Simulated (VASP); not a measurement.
Set up this calculation in VASP 6.6.1, as the native input.

```yaml
Task: dielectric tensor
Functional: PBE
Potentials_or_basis: VASP PAW PBE potentials, release 64 (B, N)
Cutoff: 520 eV
k_mesh: 10 × 10 × 10
Occupations: gaussian, width 0.01 eV
Spin: no spin polarisation
Dipole_correction: no
Further_INCAR_settings: ALGO = Normal; EDIFF = 1e-08
```

The structure of BN (Qingsongite) lies in POSCAR:

```
BN
1.0
    0.0000000000      1.8048245570      1.8048245570
    1.8048245570      0.0000000000      1.8048245570
    1.8048245570      1.8048245570      0.0000000000
B N
1 1
Direct
    0.0000000000      0.0000000000      0.0000000000
    0.2500000000      0.2500000000      0.2500000000
```

These files were run (other wordings do the same):

INCAR

```
ALGO     = Normal         # electronic algorithm
EDIFF    = 1E-8           # SCF threshold, eV
ENCUT    = 520            # plane-wave cutoff, eV
GGA      = PE             # functional
ISIF     = 2              # what is computed and relaxed
ISMEAR   = 0              # smearing method
LASPH    = T              # aspherical terms in the spheres
LCHARG   = F              # write CHGCAR
LEPSILON = T              # dielectric tensor by DFPT
LREAL    = F              # projectors in reciprocal space
LWAVE    = F              # write WAVECAR
NELM     = 80             # most SCF steps
PREC     = Accurate       # precision mode
SIGMA    = 0.01           # smearing width, eV
```

KPOINTS

```
k-points
0
Gamma
  10 10 10
```

Potentials or basis: VASP PAW PBE potentials, release 64 (B, N).

Run with:

```sh
$ cat potpaw_PBE.64/B/POTCAR potpaw_PBE.64/N/POTCAR > POTCAR
$ mpirun -np 1 vasp_std > vasp.out
```

It gave:

```
Band gap on the k mesh                  : 4.46 eV, indirect (least direct gap 8.84 eV)
Electronic dielectric tensor (diagonal) : 4.60
Born charges (mean of the diagonal)     : B +1.91; N -1.91 e
```

Wall time 81 s on 1 thread of AMD EPYC 7R13 Processor (Zen 3), on a shared host, peak memory 0.12 GiB.
